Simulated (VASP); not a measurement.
Zn7Se7, 14 atoms in the cell. The cell holds a cluster in a box, 14 atoms: a = 15.700 Å, b = 16.000 Å, c = 16.300 Å, α = 90.00°, β = 90.00°, γ = 90.00°. 

```yaml
Program: VASP 6.6.1
Task: single point
Functional: PBE
Potentials_or_basis: VASP PAW PBE potentials, release 64 (Zn, Se)
Cutoff: 520 eV
k_mesh: 1 × 1 × 1
Occupations: gaussian, width 0.05 eV
Spin: collinear spin
Starting_moments: "[0.4, 0.4, 0.4, 0.4, 0.4, 0.4, 0.4, 0.4, 0.4, 0.4, 0.4, 0.4, 0.4, 0.4] μB"
Dipole_correction: no
Further_INCAR_settings: ALGO = Normal; EDIFF = 1e-07; NBANDS = 80
```

Potentials or basis: VASP PAW PBE potentials, release 64 (Zn, Se).

The run is started by

```console
$ cat potpaw_PBE.64/Zn/POTCAR potpaw_PBE.64/Se/POTCAR > POTCAR
$ mpirun -np 1 vasp_gam > vasp.out
```

Hardware: 1 thread of Intel(R) Xeon(R) Platinum 8259CL CPU @ 2.50GHz (Skylake/Cascade Lake), with other jobs on the host.

How long does it take, and how much memory?

Wall time 68 min on 1 thread of Intel(R) Xeon(R) Platinum 8259CL CPU @ 2.50GHz (Skylake/Cascade Lake), on a shared host, peak memory 4.1 GiB. Counts: scf iterations 34, k points 1.
